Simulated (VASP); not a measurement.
Write the native input for VASP 6.6.1 that does the following.

```
Task                   : electric field gradients
Functional             : PBE
Potentials or basis    : VASP PAW PBE potentials, release 64 (Hf_pv)
Cutoff                 : 400 eV
k mesh                 : 13 × 13 × 7
Occupations            : fermi-dirac, width 0.05 eV
Spin                   : no spin polarisation
Dipole correction      : no
Further INCAR settings : ALGO = Normal; EDIFF = 1e-08; NBANDS = 17
```

The structure of Hf lies in POSCAR:

```
Hf
1.0
    3.1007975685      0.0000000000      0.0000000000
   -1.5503987842      2.6853694663      0.0000000000
    0.0000000000      0.0000000000      5.0578000000
Hf
2
Direct
    0.3333333333      0.6666666667      0.2500000000
    0.6666666667      0.3333333333      0.7500000000
```

This cell differs from its parent crystal: equal xx and yy strain of -3 %.

One way to write it, as run:

INCAR

```
SYSTEM = Hf
PREC = Accurate
ENCUT = 400
EDIFF = 1E-8
ISMEAR = -1
SIGMA = 0.05
LREAL = .False.
LASPH = .True.
NELM = 120
ALGO = Normal
ISIF = 2
LWAVE = .False.
LCHARG = .False.
GGA = PE
LEFG = .True.
NBANDS = 17
GGA_COMPAT = .False.
```

KPOINTS

```
regular mesh
0
Gamma
  13 13 7
  0 0 0
```

Potentials or basis: VASP PAW PBE potentials, release 64 (Hf_pv).

Run with:

```bash
$ cat potpaw_PBE.64/Hf_pv/POTCAR > POTCAR
$ mpirun -np 1 vasp_std > vasp.out
```

It gave:

```yaml
Pressure: 7.5 GPa
Band_gap_on_the_k_mesh: zero (bands 10 and 11 overlap by 1.53 eV)
Largest_electric_field_gradient_by_atom: Hf +59.9 V/Å²
```

Caveat: the cell differs from its parent crystal (equal xx and yy strain of -3 %); the cell stands under pressure; without QUAD_EFG the Cq values of the log hold for a quadrupole moment of 1 mb, not for the nuclei; spin-orbit coupling is left out, which moves the levels of the heavy elements.

It took 51 s on 1 thread of Intel Xeon 8259CL (shared host), peak memory 0.16 GiB.
